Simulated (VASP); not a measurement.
Wanted: the native input for a VASP 6.6.1 run.

```yaml
Task: single point
Functional: LDA
Potentials_or_basis: VASP PAW LDA potentials, release 64 (Na_pv)
Cutoff: 520 eV
k_mesh: 9 × 9 × 9
Occupations: fermi-dirac, width 0.05 eV
Spin: no spin polarisation
Dipole_correction: no
Further_INCAR_settings: ALGO = Normal; EDIFF = 1e-07; NBANDS = 10
```

The structure of Na lies in POSCAR:

```
Na
1.0
   -2.1120640205      2.1120640205      2.1120640205
    2.1120640205     -2.1120640205      2.1120640205
    2.1120640205      2.1120640205     -2.1120640205
Na
1
Direct
    0.0000000000      0.0000000000      0.0000000000
```

This cell differs from its parent crystal: volume scaled by 0.96.

The input as run:

INCAR

```
PREC = Accurate
ENCUT = 520
EDIFF = 1E-7
ISMEAR = -1
SIGMA = 0.05
LREAL = False
LASPH = True
NELM = 100
ALGO = Normal
ISIF = 2
LWAVE = False
LCHARG = False
GGA = CA
NBANDS = 10
```

KPOINTS

```
Automatic mesh
0
Gamma
  9 9 9
```

Potentials or basis: VASP PAW LDA potentials, release 64 (Na_pv).

The run is started by

```console
$ cat potpaw_LDA.64/Na_pv/POTCAR > POTCAR
$ mpirun -np 1 vasp_std > vasp.out
```

It gave:

The pressure is -0.9 GPa.

Wall time 8.6 s on 1 thread of Intel(R) Xeon(R) Platinum 8488C (Sapphire Rapids), on a shared host, peak memory 0.13 GiB.
